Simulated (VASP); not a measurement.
A run of VASP 6.6.1:

INCAR

```
SYSTEM = Ta
PREC     = Accurate       ! precision mode
ENCUT    = 600            ! plane-wave cutoff, eV
EDIFF    = 1E-6           ! SCF threshold, eV
ISMEAR   = 0              ! smearing method
SIGMA    = 0.1            ! smearing width, eV
LREAL    = .FALSE.        ! projectors in reciprocal space
LASPH    = .TRUE.         ! aspherical terms in the spheres
NELM     = 60             ! most SCF steps
ALGO     = Normal         ! electronic algorithm
ISIF     = 3              ! what is computed and relaxed
LWAVE    = .FALSE.        ! write WAVECAR
LCHARG   = .FALSE.        ! write CHGCAR
GGA      = PE             ! functional
IBRION   = 2              ! ionic algorithm
NSW      = 100            ! ionic steps
EDIFFG   = -0.002         ! ionic threshold
```

File KPOINTS:

```
regular mesh
0
G
  14 14 14
  0 0 0
```

Contents of POSCAR:

```
Ta
1.0
   -1.6549278100      1.6549278100      1.6549278100
    1.6549278100     -1.6549278100      1.6549278100
    1.6549278100      1.6549278100     -1.6549278100
Ta
1
Direct
    0.0000000000      0.0000000000      0.0000000000
```

Potentials or basis: VASP PAW PBE potentials, release 64 (Ta_pv).

Command:

```sh
$ cat potpaw_PBE.64/Ta_pv/POTCAR > POTCAR
$ mpirun -np 1 vasp_std > vasp.out
```

Hardware: 1 thread of Intel(R) Xeon(R) 6975P-C (Granite Rapids), on a shared host.

Task: Estimate the wall time of this run.

Result: It took 10 s on 1 thread of Intel(R) Xeon(R) 6975P-C (Granite Rapids) (shared host), peak memory 0.16 GiB. Counts: scf iterations 23, k points 104, ion steps 3.
